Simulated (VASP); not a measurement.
Write the native input for VASP 6.6.1 that does the following.

| Item | Value |
| --- | --- |
| Task | single point |
| Functional | LDA |
| Potentials or basis | VASP PAW LDA potentials, release 64 (Li_sv) |
| Cutoff | 520 eV |
| k mesh | 14 × 14 × 7 |
| Occupations | fermi-dirac, width 0.1 eV |
| Spin | no spin polarisation |
| Dipole correction | no |
| Further INCAR settings | ALGO = Normal; EDIFF = 1e-06; NBANDS = 10 |

The structure of Li lies in POSCAR:

```
Li
1.0
    2.9565081202      0.0000000000      0.0000000000
   -1.4782540601      2.5604111386      0.0000000000
    0.0000000000      0.0000000000      4.8228867516
Li
2
Direct
    0.3333333333      0.6666666667      0.2500000000
    0.6666666667      0.3333333333      0.7500000000
```

This cell differs from its parent crystal: volume scaled by 0.96.

These files were run (other wordings do the same):

INCAR

```
PREC = Accurate
ENCUT = 520
EDIFF = 1E-6
ISMEAR = -1
SIGMA = 0.1
LREAL = False
LASPH = True
NELM = 60
ALGO = Normal
ISIF = 2
LWAVE = False
LCHARG = False
NBANDS = 10
```

KPOINTS

```
Automatic mesh
0
Gamma
  14 14 7
```

Potentials or basis: VASP PAW LDA potentials, release 64 (Li_sv).

Launch:

```console
$ cat potpaw_LDA.64/Li_sv/POTCAR > POTCAR
$ mpirun -np 1 vasp_std > vasp.out
```

It gave:

The band gap on the k mesh is zero (band 3 reaches 2.77 eV, above the bottom of band 4 at -1.24 eV).

It took 37 s on 1 thread of AMD EPYC 7R13, with other jobs on the host, peak memory 0.12 GiB.
